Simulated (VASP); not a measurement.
# SnO2 (R-3m) in VASP: a series of runs, part 2 of 2

VASP 6.6.1. The steps go on from the part before.

**5. Single point, PBEsol**

This run uses another cell than the first one, of 12.43 Å³/atom, 1.029 times its volume.

INCAR

```
SYSTEM = SnO2
PREC     = Accurate       ! precision mode
ENCUT    = 520            ! plane-wave cutoff, eV
EDIFF    = 1E-7           ! SCF threshold, eV
ISMEAR   = 0              ! smearing method
SIGMA    = 0.05           ! smearing width, eV
LREAL    = .False.        ! projectors in reciprocal space
LASPH    = .True.         ! aspherical terms in the spheres
NELM     = 60             ! most SCF steps
ALGO     = Normal         ! electronic algorithm
ISIF     = 2              ! what is computed and relaxed
LWAVE    = .False.        ! write WAVECAR
LCHARG   = .False.        ! write CHGCAR
GGA      = PS             ! functional
NBANDS   = 20             ! bands
```

KPOINTS

```
Automatic mesh
0
Gamma
  12 12 12
  0 0 0
```

POSCAR

```
SnO2
1.0
    1.5763225363      0.9100902406      4.3304882037
   -1.5763225363      0.9100902406      4.3304882037
    0.0000000000     -1.8201804813      4.3304882037
Sn O
1 2
Direct
    0.5000000000      0.5000000000      0.5000000000
    0.2477865012      0.2477865012      0.2477865012
    0.7522134988      0.7522134988      0.7522134988
```

On the command line:

```
> cat potpaw_PBE.64/Sn_d/POTCAR potpaw_PBE.64/O/POTCAR > POTCAR
> mpirun -np 1 vasp_std > vasp.out
```

Run time: 74 s. Hardware: 1 thread of Intel Xeon 6975P-C (Granite Rapids), shared host; peak memory 0.29 GiB.

Results (log left out):

```yaml
Free_energy: -19.2536 eV
Pressure: 3.1 GPa
Largest_force: 0.597 eV/Å
Band_gap_on_the_k_mesh: 1.78 eV, direct
```

Forces on the atoms (eV/Å):
```
Sn   0.000  0.000  0.000
O    0.000  0.000 -0.597
O    0.000  0.000  0.597
```

Stress tensor (GPa, compression positive):
```
 5.96  0.00  0.00
 0.00  5.96  0.00
 0.00  0.00 -2.57
```

Levels at points of the mesh, in eV from the valence-band top:
```
           k point  band 9  band 10  band 11  band 12  band 13  band 14  band 15  band 16  band 17  band 18
(0.00, 0.00, 0.00)   -1.41    -1.41    -1.10    -1.10     0.00     1.78     5.43    11.10    11.10    13.49
(0.50, 0.00, 0.00)   -4.58    -3.04    -2.23    -1.21    -1.01     5.47     7.68    10.29    12.08    12.47
(0.50, 0.50, 0.00)   -5.13    -3.36    -1.38    -0.57    -0.06     4.84     6.55    11.00    11.11    12.31
(0.50, 0.50, 0.50)   -2.05    -1.64    -1.64    -0.92    -0.92     3.79     5.74    11.54    11.54    14.12
```

Caveat: the PAW data sets were made with another functional, which shifts forces and pressure a little; spin-orbit coupling is left out, which moves the levels of the heavy elements.

**6. Single point, PBEsol**

This run uses another cell than the first one, of 12.43 Å³/atom, 1.029 times its volume.

INCAR

```
ALGO = Normal
EDIFF = 1E-7
ENCUT = 520
GGA = PS
ISIF = 2
ISMEAR = 0
LASPH = True
LCHARG = True
LELF = True
LREAL = False
LVHAR = True
LWAVE = False
NBANDS = 20
NELM = 100
PREC = Accurate
SIGMA = 0.05
```

KPOINTS

```
k-points
0
Gamma
  12 12 12
```

POSCAR

```
SnO2
1.0
    1.5763225363      0.9100902406      4.3304882037
   -1.5763225363      0.9100902406      4.3304882037
    0.0000000000     -1.8201804813      4.3304882037
Sn O
1 2
Direct
    0.5000000000      0.5000000000      0.5000000000
    0.2604838868      0.2604838868      0.2604838868
    0.7395161132      0.7395161132      0.7395161132
```

Potentials or basis: VASP PAW PBE potentials, release 64 (Sn_d, O).

On the command line:

```
> cat potpaw_PBE.64/Sn_d/POTCAR potpaw_PBE.64/O/POTCAR > POTCAR
> mpirun -np 1 vasp_std > vasp.out
```

OUTCAR:

```text
EDIFF = 1E-7
   ENCUT = 520
   GGA = PS
   ISIF = 2
   ISMEAR = 0
   LASPH = True
   LREAL = False
   NELM = 100
   PREC = Accurate

 ion  position               nearest neighbor table
   1  0.500  0.500  0.500-   2 2.19   3 2.19   2 2.19   2 2.19   3 2.19   3 2.19
   2  0.260  0.260  0.260-   1 2.19   1 2.19   1 2.19
   3  0.740  0.740  0.740-   1 2.19   1 2.19   1 2.19

  LATTYP: Found a trigonal (rhomboedric) cell.
 ALAT       =     4.6974658133
 COS(alpha) =     0.7747872837

  Lattice vectors:

 A1 = (   1.5763225363,   0.9100902406,   4.3304882037)
 A2 = (  -1.5763225363,   0.9100902406,   4.3304882037)
 A3 = (   0.0000000000,  -1.8201804813,   4.3304882037)

Analysis of symmetry for initial positions (statically):
=====================================================================
 Subroutine PRICEL returns:
 Original cell was already a primitive cell.

 Routine SETGRP: Setting up the symmetry group for a
 trigonal (rhombohedral) supercell.

 Subroutine GETGRP returns: Found 12 space group operations
 (whereof 12 operations were pure point group operations)
 out of a pool of 12 trial point group operations.

The static configuration has the point symmetry D_3d.

Analysis of symmetry for dynamics (positions and initial velocities):
=====================================================================
 Subroutine PRICEL returns:
 Original cell was already a primitive cell.

 Routine SETGRP: Setting up the symmetry group for a
 trigonal (rhombohedral) supercell.

 Subroutine GETGRP returns: Found 12 space group operations
 (whereof 12 operations were pure point group operations)
 out of a pool of 12 trial point group operations.

The dynamic configuration has the point symmetry D_3d.

 Subroutine INISYM returns: Found 12 space group operations
 (whereof 12 operations are pure point group operations),
 and found     1 'primitive' translations

----------------------------------------------------------------------------------------

                                     Primitive cell

  volume of cell :      37.2750

  direct lattice vectors                    reciprocal lattice vectors
     1.576322536  0.910090241  4.330488204     0.317193968  0.183132023  0.076973615
    -1.576322536  0.910090241  4.330488204    -0.317193968  0.183132023  0.076973615
     0.000000000 -1.820180481  4.330488204     0.000000000 -0.366264046  0.076973615

  length of vectors
     4.697465813  4.697465813  4.697465813     0.374264998  0.374264998  0.374264998

  position of ions in fractional coordinates (direct lattice)
     0.500000000  0.500000000  0.500000000
     0.260483887  0.260483887  0.260483887
     0.739516113  0.739516113  0.739516113

  ion indices of the primitive-cell ions
   primitive index   ion index
                 1           1
                 2           2
                 3           3

----------------------------------------------------------------------------------------

 KPOINTS: k-points

Automatic generation of k-mesh.
 Grid dimensions read from file:
 generate k-points for:   12   12   12

 Generating k-lattice:

  Cartesian coordinates                     Fractional coordinates (reciprocal lattice)
     0.026432831  0.015261002  0.006414468     0.083333333  0.000000000  0.000000000
    -0.026432831  0.015261002  0.006414468     0.000000000  0.083333333  0.000000000
     0.000000000 -0.030522004  0.006414468    -0.000000000 -0.000000000  0.083333333

  Length of vectors
     0.031188750  0.031188750  0.031188750

  Shift w.r.t. Gamma in fractional coordinates (k-lattice)
     0.000000000  0.000000000  0.000000000

 Subroutine IBZKPT returns following result:
 ===========================================

 Found    189 irreducible k-points:

 Following reciprocal coordinates:
            Coordinates               Weight
  0.000000  0.000000  0.000000      1.000000
  0.083333 -0.000000  0.000000      6.000000
  0.166667  0.000000  0.000000      6.000000
  0.250000  0.000000  0.000000      6.000000
  0.333333  0.000000  0.000000      6.000000
  0.416667 -0.000000 -0.000000      6.000000
[... 16 lines left out ...]
  0.500000  0.166667 -0.000000     12.000000
 -0.416667  0.166667  0.000000     12.000000
 [... further k-points ...]
   k-points           NKPTS =    189   k-points in BZ     NKDIM =    189   number of bands    NBANDS=     20
   number of dos      NEDOS =    301   number of ions     NIONS =      3
   total plane-waves  NPLWV =  46656
   dimension x,y,z NGX =    36 NGY =   36 NGZ =   36
   dimension x,y,z NGXF=    72 NGYF=   72 NGZF=   72
   ions per type =               1   2
   NGX,Y,Z   is equivalent  to a cutoff of  12.74, 12.74, 12.74 a.u.
   NGXF,Y,Z  is equivalent  to a cutoff of  25.48, 25.48, 25.48 a.u.
 SYSTEM =  unknown system
   PREC   = accura    normal or accurate (medium, high low for compatibility)
   ISTART =      0    job   : 0-new  1-cont  2-samecut
   ICHARG =      2    charge: 1-file 2-atom 10-const
   ISPIN  =      1    spin polarized calculation?
   LNONCOLLINEAR =      F non collinear calculations
   LSORBIT =      F    spin-orbit coupling
   LASPH  =      T    aspherical Exc in radial PAW
   ENCUT  =  520.0 eV  38.22 Ry    6.18 a.u.   8.73  8.73  8.73*2*pi/ulx,y,z
   NELM   =    100;   NELMIN=  2; NELMDL= -5     # of ELM steps
   EDIFF  = 0.1E-06   stopping-criterion for ELM
   LREAL  =      F    real-space projection
   EDIFFG = 0.1E-05   stopping-criterion for IOM
   NSW    =      0    number of steps for IOM
   IBRION =     -1    ionic relax: 0-MD 1-quasi-New 2-CG
   NFREE  =      0    steps in history (QN), initial steepest desc. (CG)
   ISIF   =      2    stress and relaxation
   ISYM   =      2    0-nonsym 1-usesym 2-fastsym
   POTIM  = 0.5000    time-step for ionic-motion
   TEBEG  =    0.0;   TEEND  =   0.0 temperature during run
   PSTRESS=    0.0 pullay stress
   NELECT =      26.0000    total number of electrons
   NUPDOWN=      -1.0000    fix difference up-down
   EMIN   =  10.00;   EMAX   =-10.00  energy-range for DOS
   EFERMI =   0.00;   METHOD = LEGACY
   ISMEAR =     0;   SIGMA  =   0.05  broadening in eV -4-tet -1-fermi 0-gaus
   EFERMI_NEDOS =   21; number of points for ismear=-14 and -15
   IALGO  =     38    algorithm
   IMIX   =      4    mixing-type and parameters
     AMIX     =   0.40;   BMIX     =  1.00
     AMIX_MAG =   1.60;   BMIX_MAG =  1.00
  volume/ion in A,a.u.               =      12.43        83.85
  Fermi-wavevector in a.u.,A,eV,Ry     =   1.451867  2.743630 28.679949  2.107917
  Thomas-Fermi vector in A             =   2.569314
   LORBIT       =      0    0 simple, 1 ext, 2 COOP (PROOUT), +10 PAW based schemes
   GGA     = PS    functional components
   LHFCALC =     F    Hartree Fock is set to
   AEXX    =    0.0000 exact exchange contribution
   IVDW    =     0    specifies the selected vdW correction
   LEPSILON=     F    determine dielectric tensor
   LRPA    =     F    only Hartree local field effects (RPA)
 non-spin polarized calculation
 Gauss-broadening in eV      SIGMA  =   0.05
  energy-cutoff  :      520.00
  volume of cell :       37.28
 maximum number of plane-waves:      1025
   NGX = 17   NGY = 17   NGZ = 17

 number of electron      26.0000004 magnetization

 Free energy of the ion-electron system (eV)
  ---------------------------------------------------
  ext. energy  EPLUGINS =         0.00000000
  ---------------------------------------------------
  free energy    TOTEN  =       -18.65756297 eV

  energy without entropy =      -18.65756297  energy(sigma->0) =      -18.65756297

 E-fermi :   5.5986     XC(G=0): -11.4350

 val. band max:        5.3937824380   @ k =   0.3333   0.3333   0.0000
 cond. band min:       6.4807988655   @ k =   0.0000   0.0000   0.0000
 fundamental gap:      1.0870164276
 Fermi energy:         5.5986119488

 k-point     1 :       0.0000    0.0000    0.0000
  band No.  band energies     occupation
      1     -14.7740      2.00000
      2     -14.7740      2.00000
      3     -14.7644      2.00000
      4     -14.5366      2.00000
      5     -14.5366      2.00000
      6     -12.8911      2.00000
[... 12 lines left out ...]
     19      21.8454      0.00000
[... 513 lines left out ...]
      4     -14.5271      2.00000
      5     -14.4957      2.00000
      6     -10.9489      2.00000
[... 12 lines left out ...]
     19      19.1754      0.00000
     20      22.2031      0.00000

 [... further k-points ...]

------------------------ aborting loop because EDIFF is reached ----------------------------------------

  FORCE on cell =-STRESS in cart. coord.  units (eV):
  Direction    XX          YY          ZZ          XY          YZ          ZX
  --------------------------------------------------------------------------------------
  -------------------------------------------------------------------------------------
  Total       -0.5582766     -0.5582766     -4.7728658     -0.0000000      0.0000000     -0.0000000
  in kB      -23.9961933    -23.9961933   -205.1502968     -0.0000000      0.0000000     -0.0000000
  external PRESSURE =     -84.3808945 kB  Pullay stress =       0.0000000 kB

 VOLUME and BASIS-vectors are now :
 -----------------------------------------------------------------------------
  energy-cutoff  :      520.00
  volume of cell :       37.28
      direct lattice vectors                 reciprocal lattice vectors
     1.576322536  0.910090241  4.330488204     0.317193968  0.183132023  0.076973615
    -1.576322536  0.910090241  4.330488204    -0.317193968  0.183132023  0.076973615
     0.000000000 -1.820180481  4.330488204     0.000000000 -0.366264046  0.076973615

 POSITION                                       TOTAL-FORCE (eV/Angst)
 -----------------------------------------------------------------------------------
      0.00000     -0.00000      6.49573         0.000000     -0.000000      0.000000
      0.00000     -0.00000      3.38407        -0.000000      0.000000     -2.958586
      0.00000     -0.00000      9.60740        -0.000000     -0.000000      2.958586
 -----------------------------------------------------------------------------------
    total drift:                                0.000000     -0.000000      0.000000

  FREE ENERGIE OF THE ION-ELECTRON SYSTEM (eV)
  ---------------------------------------------------
  free  energy   TOTEN  =       -18.6575629685 eV

  energy  without entropy=      -18.6575629685  energy(sigma->0) =      -18.65756297
```

OSZICAR:

```text
N       E                     dE             d eps       ncg     rms          rms(c)
DAV:   1     0.242761723301E+03    0.24276E+03   -0.13956E+04  8080   0.199E+03
DAV:   2     0.534460562214E+01   -0.23742E+03   -0.22511E+03  8164   0.490E+02
DAV:   3    -0.202218393514E+02   -0.25566E+02   -0.25206E+02  8764   0.135E+02
DAV:   4    -0.209068454325E+02   -0.68501E+00   -0.68440E+00  8300   0.234E+01
DAV:   5    -0.209196704895E+02   -0.12825E-01   -0.12825E-01  9080   0.343E+00    0.907E+00
DAV:   6    -0.187393193726E+02    0.21804E+01   -0.10508E+01 11592   0.549E+01    0.418E+00
DAV:   7    -0.186852367214E+02    0.54083E-01   -0.60433E-01  7884   0.673E+00    0.193E+00
DAV:   8    -0.186597566578E+02    0.25480E-01   -0.79506E-02  8128   0.255E+00    0.406E-01
DAV:   9    -0.186574261734E+02    0.23305E-02   -0.78494E-03 11752   0.105E+00    0.950E-02
DAV:  10    -0.186575344473E+02   -0.10827E-03   -0.14942E-03  8108   0.345E-01    0.331E-02
DAV:  11    -0.186575613305E+02   -0.26883E-04   -0.58857E-05 10416   0.741E-02    0.179E-02
DAV:  12    -0.186575630297E+02   -0.16992E-05   -0.11408E-05  9216   0.284E-02    0.431E-03
DAV:  13    -0.186575629685E+02    0.61199E-07   -0.52909E-07  8820   0.585E-03
   1 F= -.18657563E+02 E0= -.18657563E+02  d E =-.969589E-11
```

Run time: 90 s. Hardware: 1 thread of Intel Xeon 6975P-C (Granite Rapids), shared host; peak memory 0.28 GiB.

Results:

```
Free energy            : -18.6576 eV
Pressure               : -8.4 GPa
Largest force          : 2.959 eV/Å
Band gap on the k mesh : 1.09 eV, indirect (least direct gap 1.15 eV)
```

Forces on the atoms (eV/Å):
```
Sn   0.000  0.000  0.000
O    0.000  0.000 -2.959
O    0.000  0.000  2.959
```

Levels at points of the mesh, in eV from the valence-band top:
| k point | band 9 | band 10 | band 11 | band 12 | band 13 | band 14 | band 15 | band 16 | band 17 | band 18 |
| --- | --- | --- | --- | --- | --- | --- | --- | --- | --- | --- |
| (0.00, 0.00, 0.00) | -1.01 | -1.01 | -0.97 | -0.97 | -0.06 | 1.09 | 5.33 | 10.76 | 10.76 | 13.66 |
| (0.50, 0.00, 0.00) | -4.36 | -2.74 | -2.21 | -1.62 | -1.25 | 4.45 | 6.61 | 9.48 | 10.71 | 11.11 |
| (0.50, 0.50, 0.00) | -5.12 | -2.85 | -1.36 | -0.43 | -0.02 | 3.57 | 5.23 | 10.11 | 10.28 | 10.46 |
| (0.50, 0.50, 0.50) | -2.24 | -1.42 | -1.42 | -0.60 | -0.60 | 3.62 | 5.36 | 11.26 | 11.26 | 13.87 |

Caveat: the PAW data sets were made with another functional, which shifts forces and pressure a little; spin-orbit coupling is left out, which moves the levels of the heavy elements.
